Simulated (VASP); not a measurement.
# Sb (R-3m) in VASP: notebook

The runs below take Sb through single point, relaxation of cell and atoms, with PBE.

All numbers are computed with VASP 6.6.1; they aren't measurements. Logs are shortened: lines on timing, memory, paths and dates and some standing lists are left out, and cuts for length are marked.

## Step 1: The cell of the first run

It takes space group R-3m (No. 166, trigonal). Conventional cell: a = 4.376 Å, b = 4.376 Å, c = 11.526 Å, α = 90.00°, β = 90.00°, γ = 120.00°. Within 3.9 Å of Sb (site symmetry 3m) lie 6 Sb at 2.95 to 3.43 Å.

## Step 2: Single point, PBE

The input, INCAR:

```
ALGO = Normal
EDIFF = 1E-6
ENCUT = 500
GGA = PE
GGA_COMPAT = False
ISIF = 2
ISMEAR = 0
LASPH = True
LCHARG = False
LREAL = False
LWAVE = False
NBANDS = 12
NELM = 120
PREC = Accurate
SIGMA = 0.1
```

The input, KPOINTS:

```
k-points
0
Gamma
  12 12 12
```

The input, POSCAR:

```
Sb
1.0
    2.1880121828      1.2632494227      3.8420025330
   -2.1880121828      1.2632494227      3.8420025330
    0.0000000000     -2.5264988455      3.8420025330
Sb
2
Direct
    0.2327533316      0.2327533316      0.2327533316
    0.7672466684      0.7672466684      0.7672466684
```

Potentials or basis: VASP PAW PBE potentials, release 64 (Sb).

Command:

```
> cat potpaw_PBE.64/Sb/POTCAR > POTCAR
> mpirun -np 1 vasp_std > vasp.out
```

OUTCAR:

```text
EDIFF = 1E-6
   ENCUT = 500
   GGA = PE
   ISIF = 2
   ISMEAR = 0
   LASPH = True
   LREAL = False
   NELM = 120
   PREC = Accurate

 ion  position               nearest neighbor table
   1  0.233  0.233  0.233-   2 2.95   2 2.95   2 2.95   2 3.43   2 3.43   2 3.43
   2  0.767  0.767  0.767-   1 2.95   1 2.95   1 2.95   1 3.43   1 3.43   1 3.43

  LATTYP: Found a trigonal (rhomboedric) cell.
 ALAT       =     4.5982801002
 COS(alpha) =     0.5471664222

  Lattice vectors:

 A1 = (   2.1880121828,   1.2632494227,   3.8420025330)
 A2 = (  -2.1880121828,   1.2632494227,   3.8420025330)
 A3 = (   0.0000000000,  -2.5264988455,   3.8420025330)

Analysis of symmetry for initial positions (statically):
=====================================================================
 Subroutine PRICEL returns:
 Original cell was already a primitive cell.

 Routine SETGRP: Setting up the symmetry group for a
 trigonal (rhombohedral) supercell.

 Subroutine GETGRP returns: Found 12 space group operations
 (whereof 12 operations were pure point group operations)
 out of a pool of 12 trial point group operations.

The static configuration has the point symmetry D_3d.

Analysis of symmetry for dynamics (positions and initial velocities):
=====================================================================
 Subroutine PRICEL returns:
 Original cell was already a primitive cell.

 Routine SETGRP: Setting up the symmetry group for a
 trigonal (rhombohedral) supercell.

 Subroutine GETGRP returns: Found 12 space group operations
 (whereof 12 operations were pure point group operations)
 out of a pool of 12 trial point group operations.

The dynamic configuration has the point symmetry D_3d.

 Subroutine INISYM returns: Found 12 space group operations
 (whereof 12 operations are pure point group operations),
 and found     1 'primitive' translations

----------------------------------------------------------------------------------------

                                     Primitive cell

  volume of cell :      63.7159

  direct lattice vectors                    reciprocal lattice vectors
     2.188012183  1.263249423  3.842002533     0.228517923  0.131934884  0.086760311
    -2.188012183  1.263249423  3.842002533    -0.228517923  0.131934884  0.086760311
     0.000000000 -2.526498845  3.842002533     0.000000000 -0.263869769  0.086760311

  length of vectors
     4.598280100  4.598280100  4.598280100     0.277767180  0.277767180  0.277767180

  position of ions in fractional coordinates (direct lattice)
     0.232753332  0.232753332  0.232753332
     0.767246668  0.767246668  0.767246668

  ion indices of the primitive-cell ions
   primitive index   ion index
                 1           1
                 2           2

----------------------------------------------------------------------------------------

 KPOINTS: k-points

Automatic generation of k-mesh.
 Grid dimensions read from file:
 generate k-points for:   12   12   12

 Generating k-lattice:

  Cartesian coordinates                     Fractional coordinates (reciprocal lattice)
     0.019043160  0.010994574  0.007230026     0.083333333  0.000000000 -0.000000000
    -0.019043160  0.010994574  0.007230026     0.000000000  0.083333333 -0.000000000
     0.000000000 -0.021989147  0.007230026    -0.000000000 -0.000000000  0.083333333

  Length of vectors
     0.023147265  0.023147265  0.023147265

  Shift w.r.t. Gamma in fractional coordinates (k-lattice)
     0.000000000  0.000000000  0.000000000

 Subroutine IBZKPT returns following result:
 ===========================================

 Found    189 irreducible k-points:

 Following reciprocal coordinates:
            Coordinates               Weight
  0.000000  0.000000  0.000000      1.000000
  0.083333 -0.000000  0.000000      6.000000
  0.166667 -0.000000 -0.000000      6.000000
  0.250000 -0.000000 -0.000000      6.000000
  0.333333 -0.000000 -0.000000      6.000000
  0.416667  0.000000 -0.000000      6.000000
[... 16 lines left out ...]
  0.500000  0.166667 -0.000000     12.000000
 -0.416667  0.166667 -0.000000     12.000000
 [... further k-points ...]
   k-points           NKPTS =    189   k-points in BZ     NKDIM =    189   number of bands    NBANDS=     12
   number of dos      NEDOS =    301   number of ions     NIONS =      2
   total plane-waves  NPLWV =  46656
   dimension x,y,z NGX =    36 NGY =   36 NGZ =   36
   dimension x,y,z NGXF=    72 NGYF=   72 NGZF=   72
   ions per type =               2
   NGX,Y,Z   is equivalent  to a cutoff of  13.02, 13.02, 13.02 a.u.
   NGXF,Y,Z  is equivalent  to a cutoff of  26.03, 26.03, 26.03 a.u.
 SYSTEM =  unknown system
   PREC   = accura    normal or accurate (medium, high low for compatibility)
   ISTART =      0    job   : 0-new  1-cont  2-samecut
   ICHARG =      2    charge: 1-file 2-atom 10-const
   ISPIN  =      1    spin polarized calculation?
   LNONCOLLINEAR =      F non collinear calculations
   LSORBIT =      F    spin-orbit coupling
   LASPH  =      T    aspherical Exc in radial PAW
   ENCUT  =  500.0 eV  36.75 Ry    6.06 a.u.   8.38  8.38  8.38*2*pi/ulx,y,z
   NELM   =    120;   NELMIN=  2; NELMDL= -5     # of ELM steps
   EDIFF  = 0.1E-05   stopping-criterion for ELM
   LREAL  =      F    real-space projection
   EDIFFG = 0.1E-04   stopping-criterion for IOM
   NSW    =      0    number of steps for IOM
   IBRION =     -1    ionic relax: 0-MD 1-quasi-New 2-CG
   NFREE  =      0    steps in history (QN), initial steepest desc. (CG)
   ISIF   =      2    stress and relaxation
   ISYM   =      2    0-nonsym 1-usesym 2-fastsym
   POTIM  = 0.5000    time-step for ionic-motion
   TEBEG  =    0.0;   TEEND  =   0.0 temperature during run
   PSTRESS=    0.0 pullay stress
   NELECT =      10.0000    total number of electrons
   NUPDOWN=      -1.0000    fix difference up-down
   EMIN   =  10.00;   EMAX   =-10.00  energy-range for DOS
   EFERMI =   0.00;   METHOD = LEGACY
   ISMEAR =     0;   SIGMA  =   0.10  broadening in eV -4-tet -1-fermi 0-gaus
   EFERMI_NEDOS =   21; number of points for ismear=-14 and -15
   IALGO  =     38    algorithm
   IMIX   =      4    mixing-type and parameters
     AMIX     =   0.40;   BMIX     =  1.00
     AMIX_MAG =   1.60;   BMIX_MAG =  1.00
  volume/ion in A,a.u.               =      31.86       214.99
  Fermi-wavevector in a.u.,A,eV,Ry     =   0.883064  1.668749 10.609854  0.779802
  Thomas-Fermi vector in A             =   2.003780
   LORBIT       =      0    0 simple, 1 ext, 2 COOP (PROOUT), +10 PAW based schemes
   GGA     = PE    functional components
   LHFCALC =     F    Hartree Fock is set to
   AEXX    =    0.0000 exact exchange contribution
   IVDW    =     0    specifies the selected vdW correction
   LEPSILON=     F    determine dielectric tensor
   LRPA    =     F    only Hartree local field effects (RPA)
 non-spin polarized calculation
 Gauss-broadening in eV      SIGMA  =   0.10
  energy-cutoff  :      500.00
  volume of cell :       63.72
 maximum number of plane-waves:      1636
 NGX is ok and might be reduce to    36
   NGX = 17   NGY = 17   NGZ = 17

 number of electron      10.0000000 magnetization

 Free energy of the ion-electron system (eV)
  ---------------------------------------------------
  ext. energy  EPLUGINS =         0.00000000
  ---------------------------------------------------
  free energy    TOTEN  =        -8.27537778 eV

  energy without entropy =       -8.27471072  energy(sigma->0) =       -8.27504425

 E-fermi :   6.5859     XC(G=0):  -9.2984

 val. band max:        6.5156106737   @ k =   0.4167   0.0833   0.0833
 cond. band min:       6.5952433075   @ k =   0.3333   0.1667   0.1667
 fundamental gap:      0.0796326338
 Fermi energy:         6.5858774741

 k-point     1 :       0.0000    0.0000    0.0000
  band No.  band energies     occupation
      1      -5.7017      2.00000
      2       1.5717      2.00000
      3       4.6873      2.00000
      4       4.9367      2.00000
      5       4.9367      2.00000
      6       8.5939      0.00000
      7       9.2181      0.00000
      8       9.2181      0.00000
      9      11.8085      0.00000
     10      11.8085      0.00000
     11      11.9452      0.00000
     12      13.3444      0.00000

 k-point     2 :       0.0833   -0.0000    0.0000
  band No.  band energies     occupation
      1      -5.6291      2.00000
      2       1.2829      2.00000
      3       4.7179      2.00000
      4       4.9160      2.00000
      5       5.0180      2.00000
      6       8.5786      0.00000
      7       9.0130      0.00000
      8       9.0578      0.00000
      9      11.4608      0.00000
     10      11.7646      0.00000
     11      11.8089      0.00000
     12      13.8418      0.00000

 k-point     3 :       0.1667   -0.0000   -0.0000
  band No.  band energies     occupation
      1      -5.4120      2.00000
      2       0.5699      2.00000
      3       4.7201      2.00000
      4       4.8658      2.00000
      5       5.2554      2.00000
      6       8.3387      0.00000
      7       8.5623      0.00000
      8       8.6370      0.00000
      9      11.2453      0.00000
     10      11.7326      0.00000
     11      12.0645      0.00000
     12      14.9168      0.00000
[... 286 lines left out ...]
 k-point    23 :       0.5000    0.1667   -0.0000
  band No.  band energies     occupation
      1      -3.6112      2.00000
      2      -2.3042      2.00000
      3       3.2608      2.00000
      4       4.1564      2.00000
      5       4.8651      2.00000
      6       8.0621      0.00000
      7       8.1752      0.00000
      8       9.2883      0.00000
      9      12.1884      0.00000
     10      14.4166      0.00000
     11      15.2720      0.00000
     12      15.5755      0.00000

 k-point    24 :      -0.4167    0.1667   -0.0000
  band No.  band energies     occupation
      1      -3.3445      2.00000
      2      -2.6252      2.00000
      3       3.1016      2.00000
      4       4.4685      2.00000
      5       5.0294      2.00000
      6       7.5863      0.00000
      7       7.8261      0.00000
      8       9.5808      0.00000
      9      13.0906      0.00000
     10      13.6449      0.00000
     11      14.2550      0.00000
     12      16.3904      0.00000

 [... further k-points ...]
[... 5 lines left out ...]
  --------------------------------------------------------------------------------------
  -------------------------------------------------------------------------------------
  Total        0.0205407      0.0205407      0.0086615     -0.0000000     -0.0000000      0.0000000
  in kB        0.5165099      0.5165099      0.2177999     -0.0000000     -0.0000000      0.0000000
  external PRESSURE =       0.4169399 kB  Pullay stress =       0.0000000 kB

 VOLUME and BASIS-vectors are now :
 -----------------------------------------------------------------------------
  energy-cutoff  :      500.00
  volume of cell :       63.72
      direct lattice vectors                 reciprocal lattice vectors
     2.188012183  1.263249423  3.842002533     0.228517923  0.131934884  0.086760311
    -2.188012183  1.263249423  3.842002533    -0.228517923  0.131934884  0.086760311
     0.000000000 -2.526498845  3.842002533     0.000000000 -0.263869769  0.086760311

 POSITION                                       TOTAL-FORCE (eV/Angst)
 -----------------------------------------------------------------------------------
      0.00000     -0.00000      2.68272         0.000000     -0.000000      0.036002
      0.00000     -0.00000      8.84329         0.000000      0.000000     -0.036002
 -----------------------------------------------------------------------------------
    total drift:                               -0.000000      0.000000     -0.000000

  FREE ENERGIE OF THE ION-ELECTRON SYSTEM (eV)
  ---------------------------------------------------
  free  energy   TOTEN  =        -8.2753777752 eV

  energy  without entropy=       -8.2747107178  energy(sigma->0) =       -8.27504425
```

It took 2.8 min on 1 thread of Intel Xeon 8259CL, shared host; peak memory 0.28 GiB.

Results:

- Free energy: -8.2754 eV
- Pressure: 0.0 GPa
- Largest force: 0.036 eV/Å
- Band gap on the k mesh: zero (band 5 reaches 6.60 eV, above the bottom of band 6 at 6.41 eV)

Forces on the atoms (eV/Å):
```
Sb   0.000  0.000  0.036
Sb   0.000  0.000 -0.036
```

Levels at points of the mesh, in eV from the Fermi level:
```csv
k point,band 2,band 3,band 4,band 5,band 6,band 7,band 8,band 9
"(0.00, 0.00, 0.00)",-5.01,-1.90,-1.65,-1.65,2.01,2.63,2.63,5.22
"(0.50, 0.00, 0.00)",-9.34,-1.83,-1.73,-0.22,-0.18,0.28,0.67,7.49
"(0.50, 0.50, 0.00)",-7.92,-5.06,-3.46,-3.38,1.70,4.71,5.37,6.52
"(0.50, 0.50, 0.50)",-8.65,-1.21,-1.21,-0.51,0.29,0.29,1.14,6.87
```

Caveat: spin-orbit coupling is left out, which moves the levels of the heavy elements.

## Step 3: Relaxation of cell and atoms, PBE

This run uses another cell than the first one, of 30.21 Å³/atom, 0.948 times its volume.

The input, INCAR:

```
SYSTEM = Sb
  PREC = Accurate
  ENCUT = 500
  EDIFF = 1E-7
  ISMEAR = 0
  SIGMA = 0.1
  LREAL = .False.
  LASPH = .True.
  NELM = 120
  ALGO = Normal
  ISIF = 3
  LWAVE = .False.
  LCHARG = .False.
  GGA = PE
  IBRION = 2
  NSW = 100
  EDIFFG = -0.002
  GGA_COMPAT = .False.
  NELMIN = 4
```

The input, KPOINTS:

```
regular mesh
0
Gamma
  12 12 12
  0 0 0
```

The input, POSCAR:

```
Sb
1.0
    2.1542000000      1.2437279499      3.7580000000
   -2.1542000000      1.2437279499      3.7580000000
    0.0000000000     -2.4874558998      3.7580000000
Sb
2
Direct
    0.2334900000      0.2334900000      0.2334900000
    0.7665100000      0.7665100000      0.7665100000
```

Potentials or basis: VASP PAW PBE potentials, release 64 (Sb).

Command:

```
> cat potpaw_PBE.64/Sb/POTCAR > POTCAR
> mpirun -np 1 vasp_std > vasp.out
```

It took 14 min on 1 thread of Intel Xeon 8259CL, shared host; peak memory 0.28 GiB.

The run converged. Its results:

```
Free energy                            : -8.2755 eV
Relaxed volume                         : 31.77 Å³/atom
Relaxed cell                           : a = 4.588 Å, b = 4.588 Å, c = 4.588 Å, α = 56.99°, β = 56.99°, γ = 56.99°
Space group after relaxing (to 0.05 Å) : R-3m (No. 166)
Energy gained by relaxing              : 12.6 meV/atom
Ionic steps                            : 12
Pressure after relaxing                : 0.0 GPa
Band gap on the k mesh                 : zero (band 5 reaches 6.63 eV, above the bottom of band 6 at 6.44 eV)
```

The path:
```csv
step,energy change (eV),largest force (eV/Å),pressure (GPa),volume (Å³)
1,0.0000,0.2386,2.79,60.41
2,-0.0135,0.2263,-1.56,65.13
3,-0.0246,0.0516,0.04,63.16
4,-0.0248,0.0364,0.03,63.24
5,-0.0250,0.0102,0.01,63.37
6,-0.0251,0.0005,0.01,63.43
7,-0.0251,0.0006,0.01,63.47
8,-0.0252,0.0009,0.01,63.51
9,-0.0252,0.0010,0.01,63.53
10,-0.0252,0.0010,0.01,63.53
11,-0.0252,0.0023,-0.02,63.57
12,-0.0252,0.0004,0.00,63.54
```

Final structure:
```
CELL_PARAMETERS angstrom
2.18877 1.26369 3.82878
-2.18877 1.26369 3.82878
0.00000 -2.52738 3.82878
ATOMIC_POSITIONS crystal
Sb 0.23325 0.23325 0.23325
Sb 0.76675 0.76675 0.76675
```

Levels at points of the mesh, in eV from the Fermi level:
| k point | band 3 | band 4 | band 5 | band 6 | band 7 | band 8 |
| --- | --- | --- | --- | --- | --- | --- |
| (0.00, 0.00, 0.00) | -1.90 | -1.65 | -1.65 | 2.06 | 2.65 | 2.65 |
| (0.50, 0.00, 0.00) | -1.80 | -1.70 | -0.22 | -0.18 | 0.27 | 0.63 |
| (0.50, 0.50, 0.00) | -5.09 | -3.47 | -3.39 | 1.72 | 4.72 | 5.35 |
| (0.50, 0.50, 0.50) | -1.20 | -1.20 | -0.50 | 0.26 | 0.26 | 1.11 |

Caveat: spin-orbit coupling is left out, which moves the levels of the heavy elements.
